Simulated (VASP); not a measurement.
Here is a VASP 6.6.1 calculation.

File INCAR:

```
SYSTEM = Ga
ALGO = Normal
EDIFF = 1E-6
ENCUT = 520
GGA = PS
ISIF = 2
ISMEAR = -1
LASPH = .TRUE.
LCHARG = .TRUE.
LELF = .TRUE.
LREAL = .FALSE.
LVHAR = .TRUE.
LWAVE = .FALSE.
NBANDS = 20
NELM = 100
PREC = Accurate
SIGMA = 0.05
```

KPOINTS

```
k-points
0
G
  15 15 13
  0 0 0
```

File POSCAR:

```
Ga
1.0
    1.4304030031     -4.0100608329      0.0000000000
    1.4304030031      4.0100608329      0.0000000000
    0.0000000000      0.0000000000      3.1271569102
Ga
2
Direct
    0.8670000000      0.1330000000      0.2500000000
    0.1330000000      0.8670000000      0.7500000000
```

Potentials or basis: VASP PAW PBE potentials, release 64 (Ga_d).

Run with:

```bash
$ cat potpaw_PBE.64/Ga_d/POTCAR > POTCAR
$ mpirun -np 1 vasp_std > vasp.out
```

Q: What does it give for the largest force?

A: 0.218 eV/Å.

Q: Predict the pressure.

A: 0.2 GPa.

Q: Predict the band gap on the k mesh.

A: Zero (bands 13 and 14 overlap by 9.01 eV).

Stress tensor (GPa, compression positive):
```
-1.48  0.00  0.00
 0.00  0.65  0.00
 0.00  0.00  1.38
```

Caveat: the PAW data sets were made with another functional, which shifts forces and pressure a little.
